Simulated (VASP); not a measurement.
Write the native input for VASP 6.6.1 that does the following.

| Quantity | Value |
| --- | --- |
| Task | single point |
| Functional | r2SCAN |
| Potentials or basis | VASP PAW PBE potentials, release 64 (Ba_sv, Zr_sv, O) |
| Cutoff | 520 eV |
| k mesh | 8 × 8 × 8 |
| Occupations | gaussian, width 0.01 eV |
| Spin | no spin polarisation |
| Dipole correction | no |
| Further INCAR settings | ALGO = Normal; EDIFF = 1e-06; NBANDS = 28 |

Crystal: BaZrO3.

```
Ba Zr O
1.0
     4.20506    0.00000    0.00000
     0.00000    4.20506    0.00000
     0.00000    0.00000    4.20506
Ba Zr O
1 1 3
Direct
  0.00000 0.00000 0.00000
  0.50000 0.50000 0.50000
  0.00000 0.50000 0.50000
  0.50000 0.00000 0.50000
  0.50000 0.50000 0.00000
```

These files were run (other wordings do the same):

POSCAR

```
BaZrO3
1.0
    4.2050585807      0.0000000000      0.0000000000
    0.0000000000      4.2050585807      0.0000000000
    0.0000000000      0.0000000000      4.2050585807
Ba Zr O
1 1 3
Direct
    0.0000000000      0.0000000000      0.0000000000
    0.5000000000      0.5000000000      0.5000000000
    0.0000000000      0.5000000000      0.5000000000
    0.5000000000      0.0000000000      0.5000000000
    0.5000000000      0.5000000000      0.0000000000
```

INCAR.step1

```
  ALGO = Normal
  EDIFF = 1E-4
  ENCUT = 520
  GGA = PE
  ISMEAR = 0
  LASPH = True
  LCHARG = False
  LREAL = False
  LWAVE = True
  NBANDS = 28
  NELM = 60
  PREC = Accurate
  SIGMA = 0.01
```

INCAR.step2

```
  ALGO = Normal
  EDIFF = 1E-6
  ENCUT = 520
  ISIF = 2
  ISMEAR = 0
  ISTART = 1
  LASPH = True
  LCHARG = True
  LELF = True
  LMIXTAU = True
  LREAL = False
  LVHAR = True
  LWAVE = False
  METAGGA = R2SCAN
  NBANDS = 28
  NELM = 60
  PREC = Accurate
  SIGMA = 0.01
```

KPOINTS

```
k-points
0
Gamma
  8 8 8
```

Potentials or basis: VASP PAW PBE potentials, release 64 (Ba_sv, Zr_sv, O).

The run is started by

```bash
$ cat potpaw_PBE.64/Ba_sv/POTCAR potpaw_PBE.64/Zr_sv/POTCAR potpaw_PBE.64/O/POTCAR > POTCAR
$ cp INCAR.step1 INCAR
$ mpirun -np 1 vasp_std > vasp.out
$ cp INCAR.step2 INCAR
$ mpirun -np 1 vasp_std > vasp.out
```

It gave:

```json
{
  "Pressure": "1.0 GPa",
  "Band gap on the k mesh": "3.68 eV (least direct gap 3.93 eV)"
}
```

Caveat: the PAW data sets were made with another functional, which shifts forces and pressure a little; spin-orbit coupling is left out, which moves the levels of the heavy elements.

Run time: 69 s on 1 thread of Intel(R) Xeon(R) 6975P-C (Granite Rapids) (shared host), peak memory 0.23 GiB.
